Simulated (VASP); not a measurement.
Wanted: the native input for a VASP 6.6.1 run.

* Task: single point
* Functional: PBEsol
* Potentials or basis: VASP PAW PBE potentials, release 64 (Zr_sv, C)
* Cutoff: 520 eV
* k mesh: 8 × 8 × 8
* Occupations: methfessel-paxton, width 0.05 eV
* Spin: no spin polarisation
* Dipole correction: no
* Further INCAR settings: ALGO = Normal; EDIFF = 1e-07; NBANDS = 15

The structure of ZrC lies in POSCAR:

```
ZrC
1.0
    0.0000000000      2.2257040915      2.2257040915
    2.2257040915      0.0000000000      2.2257040915
    2.2257040915      2.2257040915      0.0000000000
Zr C
1 1
Direct
    0.5000000000      0.5000000000      0.5000000000
    0.0000000000      0.0000000000      0.0000000000
```

One way to write it, as run:

INCAR

```
PREC     = Accurate       # precision mode
ENCUT    = 520            # plane-wave cutoff, eV
EDIFF    = 1E-7           # SCF threshold, eV
ISMEAR   = 1              # smearing method
SIGMA    = 0.05           # smearing width, eV
LREAL    = False          # projectors in reciprocal space
LASPH    = True           # aspherical terms in the spheres
NELM     = 60             # most SCF steps
ALGO     = Normal         # electronic algorithm
ISIF     = 2              # what is computed and relaxed
LWAVE    = False          # write WAVECAR
LCHARG   = False          # write CHGCAR
GGA      = PS             # functional
NBANDS   = 15             # bands
```

KPOINTS

```
regular mesh
0
Gamma
  8 8 8
```

Potentials or basis: VASP PAW PBE potentials, release 64 (Zr_sv, C).

Launch:

```bash
$ cat potpaw_PBE.64/Zr_sv/POTCAR potpaw_PBE.64/C/POTCAR > POTCAR
$ mpirun -np 1 vasp_std > vasp.out
```

It gave:

| Item | Value |
| --- | --- |
| Pressure | 45.5 GPa |
| Band gap on the k mesh | zero (band 8 reaches 12.48 eV, above the bottom of band 9 at 11.11 eV) |

Caveat: the PAW data sets were made with another functional, which shifts forces and pressure a little.

It took 12 s on 1 thread of Intel Xeon 8259CL (shared host), peak memory 0.14 GiB.
